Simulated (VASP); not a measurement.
Here is a VASP 6.6.1 calculation.

File POSCAR:

```
Li2BrF
1.0
    1.7353772094      1.0019204990      5.4684601465
   -1.7353772094      1.0019204990      5.4684601465
    0.0000000000     -2.0038409980      5.4684601465
F Br Li
1 1 2
Direct
    1.0000000000      0.0000000000      0.0000000000
    0.5000000000      0.5000000000      0.5000000000
    0.2670198432      0.2670198432      0.2670198432
    0.7329801568      0.7329801568      0.7329801568
```

File INCAR.step1:

```
SYSTEM = Li2BrF
ALGO = Normal ; EDIFF = 1E-8
ENCUT = 500 ; GGA = PE
ISMEAR = 0 ; LASPH = .TRUE.
LCHARG = .FALSE. ; LREAL = .FALSE.
LWAVE = .TRUE. ; NELM = 60
PREC = Accurate ; SIGMA = 0.01
```

File INCAR.step2:

```
SYSTEM = Li2BrF
ALGO = Exact ; EDIFF = 1E-8
ENCUT = 500 ; GGA = PE
ISMEAR = 0 ; ISTART = 1
LASPH = .TRUE. ; LCHARG = .FALSE.
LOPTICS = .TRUE. ; LREAL = .FALSE.
LWAVE = .TRUE. ; NBANDS = 222
NELM = 1 ; PREC = Accurate
SIGMA = 0.01
```

Contents of INCAR.step3:

```
SYSTEM = Li2BrF
ALGO = EVGW0 ; EDIFF = 1E-8
ENCUT = 500 ; ENCUTGW = 140.0
GGA = PE ; ISMEAR = 0
ISTART = 1 ; LASPH = .TRUE.
LCHARG = .FALSE. ; LREAL = .FALSE.
LWAVE = .FALSE. ; NBANDS = 222
NBANDSGW = 16 ; NELMGW = 1
NOMEGA = 96 ; OMEGAMAX = 20
PREC = Accurate ; PRECFOCK = Fast
SIGMA = 0.01
```

The input KPOINTS:

```
k-points
0
G
  4 4 4
  0 0 0
```

Potentials or basis: VASP PAW PBE potentials, release 64 (F_GW, Br_GW, Li_GW).

The run is started by

```bash
$ cat potpaw_PBE.64/F_GW/POTCAR potpaw_PBE.64/Br_GW/POTCAR potpaw_PBE.64/Li_GW/POTCAR > POTCAR
$ cp INCAR.step1 INCAR
$ mpirun -np 1 vasp_std > vasp.out
$ cp INCAR.step2 INCAR
$ mpirun -np 1 vasp_std > vasp.out
$ cp INCAR.step3 INCAR
$ mpirun -np 1 vasp_std > vasp.out
```

Task: Predict the quasiparticle gap.

Result: 5.97 eV.

Task: Predict the least direct quasiparticle gap.

Result: 5.97 eV.

Task: Predict the least direct gap of the starting levels on the mesh.

Result: 3.41 eV.

Task: What does it give for the band gap of the starting levels on the mesh?

Result: 3.41 eV.

Caveat: the k points lie up to 0.53 Å⁻¹ apart; bands, screening cutoff and mesh are small and nothing is extrapolated, so the quasiparticle values aren't converged.
